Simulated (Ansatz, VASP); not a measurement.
**Al: VASP beside Ansatz**

The input INCAR:

```
ALGO     = Normal         # electronic algorithm
EDIFF    = 1E-6           # SCF threshold, eV
ENCUT    = 520            # plane-wave cutoff, eV
GGA      = PS             # functional
ISIF     = 2              # what is computed and relaxed
ISMEAR   = 0              # smearing method
LASPH    = True           # aspherical terms in the spheres
LCHARG   = False          # write CHGCAR
LREAL    = False          # projectors in reciprocal space
LWAVE    = False          # write WAVECAR
NBANDS   = 8              # bands
NELM     = 80             # most SCF steps
PREC     = Accurate       # precision mode
SIGMA    = 0.15           # smearing width, eV
```

KPOINTS

```
k-points
0
Gamma
  20 20 20
```

File POSCAR:

```
Al
1.0
   -1.5912186900      1.6508893909      1.6508893909
    1.5912186900     -1.5315479891      1.5315479891
    1.5912186900      1.5315479891     -1.5315479891
Al
1
Direct
    0.0000000000      0.0000000000      0.0000000000
```

Input for Ansatz:

```yaml
crystal:
  lattice:
    - [-1.59121869, 1.6508893909, 1.6508893909]
    - [1.59121869, -1.5315479891, 1.5315479891]
    - [1.59121869, 1.5315479891, -1.5315479891]
  atoms:
    - { symbol: Al, position: [0.0, 0.0, 0.0] }
basis:
  ecutwfc: 420
kpoints:
  mp_grid: { grid: [20, 20, 20] }
hamiltonian:
  xc: pbesol
scf:
  occupations: { method: gaussian, width: 0.15 }
output:
  forces: true
  stress: true
  eigenvalues: true
  write_density: true
  write_potential: true
  elf: true
  volumetric_format: npy
```

Change from the starting cell: strain +0.0750 x Voigt [0, 0, 0, 1, 0, 0], atoms carried along.

Alike in both runs: task single point; functional PBEsol; k mesh 20 × 20 × 20; occupations gaussian, width 0.15 eV; no spin polarisation.

|  | VASP | Ansatz |
| --- | --- | --- |
| version | VASP 6.6.1 | Ansatz 0.2.0 |
| potentials or method | VASP PAW PBE potentials, release 64 (Al), cutoff 520 eV | scalar-relativistic, plane waves, PAW |
| valence electrons in the cell | 3 | 3 |

Ansatz gave:

| Property | Result |
| --- | --- |
| gap on the k mesh at the Fermi level (eV) | none |
| pressure (GPa) | 2.8 |
| traceless stress, the component that is largest in VASP (GPa) | -3.94 |

**Question.** What did VASP give for the same quantities?

**Answer.** gap on the k mesh at the Fermi level (eV): none; pressure (GPa): 2.9; traceless stress, the component that is largest in VASP (GPa): -3.96.

VASP's potentials were made for PBE, not for PBEsol. A gap of «none» marks a metal or a gap that the smearing closes.
